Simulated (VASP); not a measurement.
# ZnO (P6_3mc) in VASP: further runs

The runs below take ZnO through single point, with LDA.

Everything below comes from runs of VASP 6.6.1. Logs are shortened: lines on timing, memory, paths and dates and some standing lists are left out, and cuts for length are marked.

## 1. The cell of the first run

It takes space group P6_3mc (No. 186, hexagonal). Conventional cell: a = 3.231 Å, b = 3.231 Å, c = 5.015 Å, α = 90.00°, β = 90.00°, γ = 120.00°. Zn (site symmetry 3m) has 4 O at 1.93 to 2.01 Å within 2.6 Å. O (site symmetry 3m) has 4 Zn at 1.93 to 2.01 Å within 2.6 Å.

## 2. Single point, LDA (c/a of the conventional cell at fixed volume 1.5522)

INCAR

```
SYSTEM = ZnO
PREC = Accurate
ENCUT = 520
EDIFF = 1E-6
ISMEAR = 0
SIGMA = 0.05
LREAL = .FALSE.
LASPH = .TRUE.
NELM = 100
ALGO = Normal
ISIF = 2
LWAVE = .FALSE.
LCHARG = .TRUE.
GGA = CA
LELF = .TRUE.
LVHAR = .TRUE.
NBANDS = 26
```

KPOINTS

```
Automatic mesh
0
G
  12 12 6
  0 0 0
```

POSCAR

```
ZnO
1.0
    3.2308276147      0.0000000000      0.0000000000
   -1.6154138073      2.7979787896      0.0000000000
    0.0000000000      0.0000000000      5.0148906235
Zn O
2 2
Direct
    0.3333333333      0.6666666667      0.0018514197
    0.6666666667      0.3333333333      0.5018514197
    0.3333333333      0.6666666667      0.4028559245
    0.6666666667      0.3333333333      0.9028559245
```

Potentials or basis: VASP PAW LDA potentials, release 64 (Zn, O).

The run is started by

```bash
$ cat potpaw_LDA.64/Zn/POTCAR potpaw_LDA.64/O/POTCAR > POTCAR
$ mpirun -np 1 vasp_std > vasp.out
```

OUTCAR:

```text
SYSTEM = ZnO
   PREC = Accurate
   ENCUT = 520
   EDIFF = 1E-6
   ISMEAR = 0
   LREAL = .FALSE.
   LASPH = .TRUE.
   NELM = 100
   ISIF = 2
   GGA = CA

 ion  position               nearest neighbor table
   1  0.333  0.667  0.002-   4 1.93   4 1.93   4 1.93   3 2.01
   2  0.667  0.333  0.502-   3 1.93   3 1.93   3 1.93   4 2.01
   3  0.333  0.667  0.403-   2 1.93   2 1.93   2 1.93   1 2.01
   4  0.667  0.333  0.903-   1 1.93   1 1.93   1 1.93   2 2.01

  LATTYP: Found a hexagonal cell.
 ALAT       =     3.2308276147
 C/A-ratio  =     1.5522000000

  Lattice vectors:

 A1 = (   3.2308276147,   0.0000000000,   0.0000000000)
 A2 = (  -1.6154138073,   2.7979787896,   0.0000000000)
 A3 = (   0.0000000000,   0.0000000000,   5.0148906235)

Analysis of symmetry for initial positions (statically):
=====================================================================
 Subroutine PRICEL returns:
 Original cell was already a primitive cell.

 Routine SETGRP: Setting up the symmetry group for a
 hexagonal supercell.

 Subroutine GETGRP returns: Found 12 space group operations
 (whereof  6 operations were pure point group operations)
 out of a pool of 24 trial point group operations.

The static configuration has the point symmetry C_3v.
 The point group associated with its full space group is C_6v.

Analysis of symmetry for dynamics (positions and initial velocities):
=====================================================================
 Subroutine PRICEL returns:
 Original cell was already a primitive cell.

 Routine SETGRP: Setting up the symmetry group for a
 hexagonal supercell.

 Subroutine GETGRP returns: Found 12 space group operations
 (whereof  6 operations were pure point group operations)
 out of a pool of 24 trial point group operations.

The dynamic configuration has the point symmetry C_3v.
 The point group associated with its full space group is C_6v.

 Subroutine INISYM returns: Found 12 space group operations
 (whereof  6 operations are pure point group operations),
 and found     1 'primitive' translations

----------------------------------------------------------------------------------------

                                     Primitive cell

  volume of cell :      45.3335

  direct lattice vectors                    reciprocal lattice vectors
     3.230827615  0.000000000  0.000000000     0.309518216  0.178700425  0.000000000
    -1.615413807  2.797978790  0.000000000     0.000000000  0.357400851  0.000000000
     0.000000000  0.000000000  5.014890624     0.000000000  0.000000000  0.199406144

  length of vectors
     3.230827615  3.230827615  5.014890624     0.357400851  0.357400851  0.199406144

  position of ions in fractional coordinates (direct lattice)
     0.333333333  0.666666667  0.001851420
     0.666666667  0.333333333  0.501851420
     0.333333333  0.666666667  0.402855925
     0.666666667  0.333333333  0.902855925

  ion indices of the primitive-cell ions
   primitive index   ion index
                 1           1
                 2           2
                 3           3
                 4           4

----------------------------------------------------------------------------------------

 KPOINTS: Automatic mesh

Automatic generation of k-mesh.
 Grid dimensions read from file:
 generate k-points for:   12   12    6

 Generating k-lattice:

  Cartesian coordinates                     Fractional coordinates (reciprocal lattice)
     0.025793185  0.014891702  0.000000000     0.083333333 -0.000000000  0.000000000
     0.000000000  0.029783404  0.000000000     0.000000000  0.083333333  0.000000000
     0.000000000  0.000000000  0.033234357     0.000000000  0.000000000  0.166666667

  Length of vectors
     0.029783404  0.029783404  0.033234357

  Shift w.r.t. Gamma in fractional coordinates (k-lattice)
     0.000000000  0.000000000  0.000000000

 Subroutine IBZKPT returns following result:
 ===========================================

 Found     76 irreducible k-points:

 Following reciprocal coordinates:
            Coordinates               Weight
  0.000000  0.000000  0.000000      1.000000
  0.083333  0.000000  0.000000      6.000000
  0.166667  0.000000  0.000000      6.000000
  0.250000  0.000000  0.000000      6.000000
  0.333333 -0.000000  0.000000      6.000000
  0.416667  0.000000  0.000000      6.000000
[... 16 lines left out ...]
  0.250000  0.000000  0.166667     12.000000
  0.333333 -0.000000  0.166667     12.000000
 [... further k-points ...]
   k-points           NKPTS =     76   k-points in BZ     NKDIM =     76   number of bands    NBANDS=     26
   number of dos      NEDOS =    301   number of ions     NIONS =      4
   total plane-waves  NPLWV =  23040
   dimension x,y,z NGX =    24 NGY =   24 NGZ =   40
   dimension x,y,z NGXF=    48 NGYF=   48 NGZF=   80
   ions per type =               2   2
   NGX,Y,Z   is equivalent  to a cutoff of  12.35, 12.35, 13.26 a.u.
   NGXF,Y,Z  is equivalent  to a cutoff of  24.70, 24.70, 26.52 a.u.
 SYSTEM =  ZnO
   PREC   = accura    normal or accurate (medium, high low for compatibility)
   ISTART =      0    job   : 0-new  1-cont  2-samecut
   ICHARG =      2    charge: 1-file 2-atom 10-const
   ISPIN  =      1    spin polarized calculation?
   LNONCOLLINEAR =      F non collinear calculations
   LSORBIT =      F    spin-orbit coupling
   LASPH  =      T    aspherical Exc in radial PAW
   ENCUT  =  520.0 eV  38.22 Ry    6.18 a.u.   6.01  6.01  9.32*2*pi/ulx,y,z
   NELM   =    100;   NELMIN=  2; NELMDL= -5     # of ELM steps
   EDIFF  = 0.1E-05   stopping-criterion for ELM
   LREAL  =      F    real-space projection
   EDIFFG = 0.1E-04   stopping-criterion for IOM
   NSW    =      0    number of steps for IOM
   IBRION =     -1    ionic relax: 0-MD 1-quasi-New 2-CG
   NFREE  =      0    steps in history (QN), initial steepest desc. (CG)
   ISIF   =      2    stress and relaxation
   ISYM   =      2    0-nonsym 1-usesym 2-fastsym
   POTIM  = 0.5000    time-step for ionic-motion
   TEBEG  =    0.0;   TEEND  =   0.0 temperature during run
   PSTRESS=    0.0 pullay stress
   NELECT =      36.0000    total number of electrons
   NUPDOWN=      -1.0000    fix difference up-down
   EMIN   =  10.00;   EMAX   =-10.00  energy-range for DOS
   EFERMI =   0.00;   METHOD = LEGACY
   ISMEAR =     0;   SIGMA  =   0.05  broadening in eV -4-tet -1-fermi 0-gaus
   EFERMI_NEDOS =   21; number of points for ismear=-14 and -15
   IALGO  =     38    algorithm
   IMIX   =      4    mixing-type and parameters
     AMIX     =   0.40;   BMIX     =  1.00
     AMIX_MAG =   1.60;   BMIX_MAG =  1.00
  volume/ion in A,a.u.               =      11.33        76.48
  Fermi-wavevector in a.u.,A,eV,Ry     =   1.516011  2.864846 31.270138  2.298290
  Thomas-Fermi vector in A             =   2.625458
   LORBIT       =      0    0 simple, 1 ext, 2 COOP (PROOUT), +10 PAW based schemes
   GGA     = CA    functional components
   LHFCALC =     F    Hartree Fock is set to
   AEXX    =    0.0000 exact exchange contribution
   IVDW    =     0    specifies the selected vdW correction
   LEPSILON=     F    determine dielectric tensor
   LRPA    =     F    only Hartree local field effects (RPA)
 non-spin polarized calculation
 Gauss-broadening in eV      SIGMA  =   0.05
  energy-cutoff  :      520.00
  volume of cell :       45.33
 maximum number of plane-waves:      1248
   NGX = 13   NGY = 13   NGZ = 19

 number of electron      36.0000055 magnetization

 Free energy of the ion-electron system (eV)
  ---------------------------------------------------
  ext. energy  EPLUGINS =         0.00000000
  ---------------------------------------------------
  free energy    TOTEN  =       -21.12151478 eV

  energy without entropy =      -21.12151478  energy(sigma->0) =      -21.12151478

 E-fermi :   1.6373     XC(G=0): -11.7243

 val. band max:        1.3394938509   @ k =   0.0000   0.0000   0.0000
 cond. band min:       2.2003707155   @ k =   0.0000   0.0000   0.0000
 fundamental gap:      0.8608768646
 Fermi energy:         1.6372594590

 k-point     1 :       0.0000    0.0000    0.0000
  band No.  band energies     occupation
      1     -16.8620      2.00000
      2     -15.9629      2.00000
      3      -4.7580      2.00000
      4      -4.7580      2.00000
      5      -4.6329      2.00000
      6      -4.6329      2.00000
[... 18 lines left out ...]
     25      15.2986      0.00000
     26      16.1448      0.00000

 k-point     2 :       0.0833    0.0000    0.0000
  band No.  band energies     occupation
      1     -16.8181      2.00000
      2     -15.9447      2.00000
      3      -4.8038      2.00000
      4      -4.7268      2.00000
      5      -4.6394      2.00000
      6      -4.5962      2.00000
[... 18 lines left out ...]
     25      15.4461      0.00000
     26      16.1630      0.00000

 k-point     3 :       0.1667    0.0000    0.0000
  band No.  band energies     occupation
      1     -16.6944      2.00000
      2     -15.8964      2.00000
      3      -4.9151      2.00000
      4      -4.6585      2.00000
      5      -4.6405      2.00000
      6      -4.4914      2.00000
[... 18 lines left out ...]
     25      15.4653      0.00000
     26      15.7341      0.00000

 k-point     4 :       0.2500    0.0000    0.0000
  band No.  band energies     occupation
      1     -16.5135      2.00000
      2     -15.8370      2.00000
      3      -5.0266      2.00000
      4      -4.6876      2.00000
      5      -4.5247      2.00000
      6      -4.3328      2.00000
[... 18 lines left out ...]
     25      14.6804      0.00000
     26      15.7703      0.00000
[... 496 lines left out ...]
      1     -16.6425      2.00000
      2     -15.9513      2.00000
      3      -4.9353      2.00000
      4      -4.7589      2.00000
      5      -4.6380      2.00000
      6      -4.5094      2.00000
[... 18 lines left out ...]
     25      14.7019      0.00000
     26      15.4374      0.00000

 k-point    23 :       0.2500    0.0000    0.1667
  band No.  band energies     occupation
      1     -16.4681      2.00000
      2     -15.8818      2.00000
      3      -5.0537      2.00000
      4      -4.7976      2.00000
      5      -4.5189      2.00000
      6      -4.3535      2.00000
[... 18 lines left out ...]
     25      14.6678      0.00000
     26      15.5433      0.00000

 k-point    24 :       0.3333   -0.0000    0.1667
  band No.  band energies     occupation
      1     -16.2755      2.00000
      2     -15.8237      2.00000
      3      -5.1098      2.00000
      4      -4.8370      2.00000
      5      -4.4074      2.00000
      6      -4.2216      2.00000
[... 18 lines left out ...]
     25      14.9869      0.00000
     26      15.4800      0.00000

 [... further k-points ...]
[... 5 lines left out ...]
  --------------------------------------------------------------------------------------
  -------------------------------------------------------------------------------------
  Total        0.3575037      0.3575037     -0.0177002      0.0000000      0.0000000      0.0000000
  in kB       12.6348885     12.6348885     -0.6255594      0.0000000      0.0000000      0.0000000
  external PRESSURE =       8.2147392 kB  Pullay stress =       0.0000000 kB

 VOLUME and BASIS-vectors are now :
 -----------------------------------------------------------------------------
  energy-cutoff  :      520.00
  volume of cell :       45.33
      direct lattice vectors                 reciprocal lattice vectors
     3.230827615  0.000000000  0.000000000     0.309518216  0.178700425  0.000000000
    -1.615413807  2.797978790  0.000000000     0.000000000  0.357400851  0.000000000
     0.000000000  0.000000000  5.014890624     0.000000000  0.000000000  0.199406144

 POSITION                                       TOTAL-FORCE (eV/Angst)
 -----------------------------------------------------------------------------------
     -0.00000      1.86532      0.00928         0.000000     -0.000000      0.318517
      1.61541      0.93266      2.51673         0.000000      0.000000      0.318517
     -0.00000      1.86532      2.02028         0.000000      0.000000     -0.318517
      1.61541      0.93266      4.52772        -0.000000      0.000000     -0.318517
 -----------------------------------------------------------------------------------
    total drift:                               -0.000000      0.000000     -0.003690

  FREE ENERGIE OF THE ION-ELECTRON SYSTEM (eV)
  ---------------------------------------------------
  free  energy   TOTEN  =       -21.1215147791 eV

  energy  without entropy=      -21.1215147791  energy(sigma->0) =      -21.12151478
```

Run time: 43 s. Hardware: 1 thread of AMD EPYC 9R14 (Zen 4), shared host; peak memory 0.16 GiB.

Results:

```
Free energy            : -21.1215 eV
Pressure               : 0.8 GPa
Largest force          : 0.319 eV/Å
Band gap on the k mesh : 0.86 eV, direct
```

Forces on the atoms (eV/Å):
```
Zn   0.000  0.000  0.319
Zn   0.000  0.000  0.319
O    0.000  0.000 -0.319
O    0.000  0.000 -0.319
```

Levels at points of the mesh, in eV from the valence-band top:
```
           k point  band 15  band 16  band 17  band 18  band 19  band 20  band 21  band 22
(0.00, 0.00, 0.00)    -0.77    -0.24     0.00     0.00     0.86     5.07     8.49    12.56
(0.50, 0.00, 0.00)    -2.90    -2.51    -1.28    -1.12     5.89     6.71     7.81     8.47
(0.00, 0.00, 0.50)    -0.38    -0.38    -0.38    -0.38     3.56     3.56    10.20    10.20
(0.50, 0.00, 0.50)    -1.77    -1.77    -1.26    -1.26     5.72     5.72     8.59     8.59
```

## 3. Single point, LDA (c/a of the conventional cell at fixed volume 1.6815)

INCAR

```
SYSTEM = ZnO
  PREC = Accurate
  ENCUT = 520
  EDIFF = 1E-7
  ISMEAR = 0
  SIGMA = 0.05
  LREAL = .False.
  LASPH = .True.
  NELM = 100
  ALGO = Normal
  ISIF = 2
  LWAVE = .False.
  LCHARG = .False.
  GGA = CA
  NBANDS = 26
```

KPOINTS

```
Automatic mesh
0
Gamma
  12 12 6
  0 0 0
```

POSCAR

```
ZnO
1.0
    3.1457972038      0.0000000000      0.0000000000
   -1.5728986019      2.7243402936      0.0000000000
    0.0000000000      0.0000000000      5.2896579982
Zn O
2 2
Direct
    0.3333333333      0.6666666667      0.0018514197
    0.6666666667      0.3333333333      0.5018514197
    0.3333333333      0.6666666667      0.4028559245
    0.6666666667      0.3333333333      0.9028559245
```

Potentials or basis: VASP PAW LDA potentials, release 64 (Zn, O).

The run is started by

```bash
$ cat potpaw_LDA.64/Zn/POTCAR potpaw_LDA.64/O/POTCAR > POTCAR
$ mpirun -np 1 vasp_std > vasp.out
```

Run time: 57 s. Hardware: 1 thread of AMD EPYC 9R14 (Zen 4), shared host; peak memory 0.16 GiB.

It converged, with:

```yaml
Free_energy: -20.9720 eV
Pressure: 4.4 GPa
Largest_force: 0.793 eV/Å
Band_gap_on_the_k_mesh: 0.77 eV, direct
```

Forces in eV/Å, atoms in the order of the input:
```
Zn   0.000  0.000  0.793
Zn   0.000  0.000  0.793
O    0.000  0.000 -0.793
O    0.000  0.000 -0.793
```

Stress tensor (GPa, compression positive):
```
10.43  0.00  0.00
 0.00 10.43  0.00
 0.00  0.00 -7.78
```

Levels at points of the mesh, in eV from the valence-band top:
```tsv
k point	band 14	band 15	band 16	band 17	band 18	band 19	band 20	band 21	band 22	band 23
(0.00, 0.00, 0.00)	-0.59	-0.59	-0.50	0.00	0.00	0.77	5.22	7.67	13.16	13.20
(0.50, 0.00, 0.00)	-3.97	-2.94	-2.36	-1.40	-1.28	5.88	6.79	7.18	8.79	9.81
(0.00, 0.00, 0.50)	-2.57	-0.29	-0.29	-0.29	-0.29	3.36	3.36	9.53	9.53	13.49
(0.50, 0.00, 0.50)	-4.16	-1.80	-1.80	-1.59	-1.59	5.52	5.52	8.57	8.57	10.74
```

(Continued in part 2 of 2.)
